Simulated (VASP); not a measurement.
A run of VASP 6.6.1 is set up as follows.

File POSCAR:

```
Sb
1.0
    0.0000000000      2.3928252149      2.3928252149
    2.3928252149      0.0000000000      2.3928252149
    2.3928252149      2.3928252149      0.0000000000
Sb
1
Direct
    0.0000000000      0.0000000000      0.0000000000
```

Contents of INCAR.step1:

```
SYSTEM = Sb
ALGO = Normal ; EDIFF = 1E-4
ENCUT = 520 ; GGA = PE
ISMEAR = -1 ; LASPH = .True.
LCHARG = .False. ; LREAL = .False.
LWAVE = .True. ; NBANDS = 8
NELM = 60 ; PREC = Accurate
SIGMA = 0.1
```

Contents of INCAR.step2:

```
SYSTEM = Sb
ALGO = Normal ; EDIFF = 1E-7
ENCUT = 520 ; ISIF = 2
ISMEAR = -1 ; ISTART = 1
LASPH = .True. ; LCHARG = .False.
LMIXTAU = .True. ; LREAL = .False.
LWAVE = .False. ; METAGGA = R2SCAN
NBANDS = 8 ; NELM = 60
PREC = Accurate ; SIGMA = 0.1
```

KPOINTS

```
k-points
0
Gamma
  8 8 8
  0 0 0
```

Potentials or basis: VASP PAW PBE potentials, release 64 (Sb).

The run is started by

```console
$ cat potpaw_PBE.64/Sb/POTCAR > POTCAR
$ cp INCAR.step1 INCAR
$ mpirun -np 1 vasp_std > vasp.out
$ cp INCAR.step2 INCAR
$ mpirun -np 1 vasp_std > vasp.out
```

Problem. Estimate the pressure.

Solution. -0.1 GPa.

Caveat: the PAW data sets were made with another functional, which shifts forces and pressure a little.
